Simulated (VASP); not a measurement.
Ag:

```xyz
1
Lattice="0.0000 2.0427 2.0427 2.0427 0.0000 2.0427 2.0427 2.0427 0.0000" Properties=species:S:1:pos:R:3 pbc="T T T"
Ag    0.0000    0.0000    0.0000
```

| Item | Value |
| --- | --- |
| Program | VASP 6.6.1 |
| Task | relaxation of volume and atoms at fixed shape |
| Functional | LDA |
| Potentials or basis | VASP PAW LDA potentials, release 64 (Ag) |
| Cutoff | 500 eV |
| k mesh | 9 × 9 × 9 |
| Occupations | gaussian, width 0.05 eV |
| Spin | no spin polarisation |

At the start: pressure -7.3 GPa; volume 17.05 Å³/atom.

How do energy, volume and symmetry change on relaxing?

Over 3 steps the energy falls by 25.3 meV/atom and the volume is 16.02 Å³/atom (-6.0 %); space group Fm-3m (No. 225, to 0.1 Å) before and after.

The path:
| step | energy change (eV) | largest force (eV/Å) | pressure (GPa) | volume (Å³) |
| --- | --- | --- | --- | --- |
| 1 | 0.0000 | 0.0000 | -7.30 | 17.05 |
| 2 | -0.0054 | 0.0000 | 8.36 | 15.20 |
| 3 | -0.0253 | 0.0000 | -0.07 | 16.02 |

Final structure:
```xyz
1
Lattice="0.0000 2.0008 2.0008 2.0008 0.0000 2.0008 2.0008 2.0008 0.0000" Properties=species:S:1:pos:R:3 pbc="T T T"
Ag    0.0000    0.0000    0.0000
```
